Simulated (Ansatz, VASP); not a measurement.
## YSiF3 in VASP and in Ansatz

```
CELL_PARAMETERS angstrom
7.90010 0.00000 0.00000
0.00000 7.90010 0.00000
0.00000 0.00000 3.72109
ATOMIC_POSITIONS crystal
Y 0.00000 0.50000 0.50000
Y 0.50000 0.00000 0.50000
Si 0.50000 0.50000 0.00000
Si 0.00000 0.00000 0.00000
F 0.88861 0.38861 0.00000
F 0.61139 0.88861 0.00000
F 0.50000 0.50000 0.50000
F 0.11139 0.61139 0.00000
F 0.38861 0.11139 0.00000
F 0.00000 0.00000 0.50000
```

Alike in both runs: functional PBE; k mesh 2 × 2 × 6; occupations gaussian, width 0.1 eV; no spin polarisation.

Ansatz relaxed the structure, and its values are those at the end. VASP's run is a single point on that final structure, the one shown.

|  | VASP | Ansatz |
| --- | --- | --- |
| version | VASP 6.6.1 | Ansatz 0.2.0 |
| potentials or method | VASP PAW PBE potentials, release 64 (Y_sv, Si, F), cutoff 520 eV | scalar-relativistic, plane waves, PAW |
| valence electrons in the cell | 72 | 72 |

Ansatz gave:

```
gap on the k mesh at the Fermi level (eV) : none
pressure (GPa)                            : 0.2
rms of the force components (eV/Å)        : 0.002
```

Problem. What did VASP give for the same quantities?

Solution. gap on the k mesh at the Fermi level (eV): none; pressure (GPa): 0.2; rms of the force components (eV/Å): 0.008.

A gap of «none» marks a metal or a gap that the smearing closes. With one functional, cell and mesh, what is left measures potentials, basis and numerics.

The k mesh is coarse, so the values compare programs but aren't converged.
